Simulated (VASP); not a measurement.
A run of VASP 6.6.1 is set up as follows.

File INCAR:

```
PREC     = Accurate       # precision mode
ENCUT    = 520            # plane-wave cutoff, eV
EDIFF    = 1E-6           # SCF threshold, eV
ISMEAR   = 0              # smearing method
SIGMA    = 0.15           # smearing width, eV
LREAL    = False          # projectors in reciprocal space
LASPH    = True           # aspherical terms in the spheres
NELM     = 80             # most SCF steps
ALGO     = Fast           # electronic algorithm
ISIF     = 2              # what is computed and relaxed
LWAVE    = False          # write WAVECAR
LCHARG   = True           # write CHGCAR
GGA      = PS             # functional
LELF     = True           # ELF
LVHAR    = True         
NBANDS   = 12             # bands
```

Contents of KPOINTS:

```
Automatic mesh
0
Gamma
  28 28 28
```

The input POSCAR:

```
Cu
1.0
    0.0000000000      1.8707703092      1.6926017084
    1.8707703092      0.0000000000      1.6926017084
    1.8707703092      1.8707703092      0.0000000000
Cu
1
Direct
    0.0000000000      0.0000000000      0.0000000000
```

Potentials or basis: VASP PAW PBE potentials, release 64 (Cu).

The run is started by

```sh
$ cat potpaw_PBE.64/Cu/POTCAR > POTCAR
$ mpirun -np 1 vasp_std > vasp.out
```

(1) What does it give for the pressure?

Answers

(1) -6.0 GPa.

Caveat: the cell differs from its parent crystal (strain +0.050 along x and y, -0.050 along z); the PAW data sets were made with another functional, which shifts forces and pressure a little.
